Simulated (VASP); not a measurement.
A run of VASP 6.6.1 is set up as follows.

File INCAR:

```
PREC = Accurate
ENCUT = 600
EDIFF = 1E-7
ISMEAR = 0
SIGMA = 0.1
LREAL = F
LASPH = T
NELM = 80
ALGO = Fast
ISIF = 3
LWAVE = F
LCHARG = F
GGA = PE
IBRION = 2
NSW = 100
EDIFFG = -0.01
```

KPOINTS

```
Automatic mesh
0
Gamma
  10 10 4
```

Contents of POSCAR:

```
Mg5TeBr
1.0
    4.2245719973      0.0000000000      0.0000000000
    0.0000000000      4.2245719973      0.0000000000
    0.0000000000      0.0000000000     10.6177461867
Mg Te Br
5 1 1
Direct
    0.0000000000      0.5000000000      0.2888546770
    0.0000000000      0.5000000000      0.7111453230
    0.5000000000      0.0000000000      0.2888546770
    0.5000000000      0.0000000000      0.7111453230
    0.0000000000      0.0000000000      0.0000000000
    0.0000000000      0.0000000000      0.5000000000
    0.5000000000      0.5000000000      0.0000000000
```

Potentials or basis: VASP PAW PBE potentials, release 64 (Mg, Te, Br).

Command:

```console
$ cat potpaw_PBE.64/Mg/POTCAR potpaw_PBE.64/Te/POTCAR potpaw_PBE.64/Br/POTCAR > POTCAR
$ mpirun -np 1 vasp_std > vasp.out
```

Question: Predict the band gap on the k mesh.

Answer: Zero (an odd number of electrons rules out a gap without spin polarisation).

Question: What does it give for the space group after relaxing (to 0.1 Å)?

Answer: P4/mmm (No. 123).

Question: What does it give for the relaxed volume?

Answer: 26.91 Å³/atom.

Forces on the atoms (eV/Å):
```
Mg   0.000  0.000 -0.006
Mg   0.000  0.000  0.006
Mg   0.000  0.000 -0.006
Mg   0.000  0.000  0.006
Mg   0.000  0.000  0.000
Te   0.000  0.000  0.000
Br   0.000  0.000  0.000
```

Caveat: spin-orbit coupling is left out, which moves the levels of the heavy elements; an odd number of electrons without spin polarisation forces a metal; a magnetic or distorted state may lie lower.
